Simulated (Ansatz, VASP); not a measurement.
# Two plane-wave programs on Se

```xyz
4
Lattice="3.4481 0.0000 0.0000 -1.7240 2.9861 0.0000 0.0000 0.0000 11.0736" Properties=species:S:1:pos:R:3 pbc="T T T"
Se    0.0000    1.9907    1.6800
Se    1.7240    0.9954    7.2168
Se    0.0000    1.9907    3.8568
Se    1.7240    0.9954    9.3936
```

Alike in both runs: functional PBE; k mesh 15 × 15 × 6; occupations gaussian, width 0.1 eV; no spin polarisation.

Ansatz relaxed the structure, and its values are those at the end. VASP's run is a single point on that final structure, the one shown.

```csv
,VASP,Ansatz
version,VASP 6.6.1,Ansatz 0.2.0
potentials or method,"VASP PAW PBE potentials, release 64 (Se), cutoff 520 eV","scalar-relativistic, plane waves, PAW"
valence electrons in the cell,24,64
```

Ansatz gave:

```
gap on the k mesh at the Fermi level (eV) : none
pressure (GPa)                            : 0.0
rms of the force components (eV/Å)        : 0.000
```

Question: What did VASP give for the same quantities?

Answer: gap on the k mesh at the Fermi level (eV): none; pressure (GPa): 0.1; rms of the force components (eV/Å): 0.035.

A gap of «none» marks a metal or a gap that the smearing closes. With one functional, cell and mesh, what is left measures potentials, basis and numerics. VASP's potentials hold 24 valence electrons a cell and Ansatz's 64, so a difference there can come from the potentials and not from the codes.
